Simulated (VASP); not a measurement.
Runs of VASP 6.6.1 on BaTiO3. The structure is that of space group P4/mmm (No. 123), or close to it. The cells are those of the table. 

```csv
level,spin,cell,smearing,gap on the mesh (eV),pressure (GPa)
r2SCAN,"non-collinear, zero start, SOC","a = 4.154, b = 4.154, c = 3.893 Å, 5 atoms",gaussian 0.01 eV,-,-5.9
r2SCAN,off,"a = 4.154, b = 4.154, c = 3.893 Å, 5 atoms",gaussian 0.01 eV,1.90,-5.9
PBE,off,"a = 3.834, b = 3.834, c = 4.123 Å, 5 atoms",fermi-dirac 0.02 eV,(a),16.8
PBE,off,"a = 4.154, b = 4.154, c = 3.893 Å, 5 atoms",fermi-dirac 0.02 eV,1.53,-2.7
r2SCAN,off,"a = 3.834, b = 3.834, c = 4.123 Å, 5 atoms",gaussian 0.01 eV,(b),14.0
```

Alike in all rows: task single point; potentials or basis VASP PAW PBE potentials, release 64 (Ba_sv, Ti_sv, O); k mesh 6 × 6 × 6; cutoff (eV) 520.

**Question.** Estimate the missing entries.

**Answer.** (a) 1.70; (b) 2.11.

Caveats: spin-orbit coupling is left out, which moves the levels of the heavy elements (at least some runs); the PAW data sets were made with another functional, which shifts forces and pressure a little (at least some runs); the stress differs along the axes, from -10 to 2 GPa (at least some runs); the stress differs along the axes, from 5 to 23 GPa (at least some runs); the stress differs along the axes, from -7 to 5 GPa (at least some runs); the stress differs along the axes, from 2 to 20 GPa (at least some runs).

A k mesh can miss the band edges, and rows without SOC leave out spin-orbit coupling on Ba.
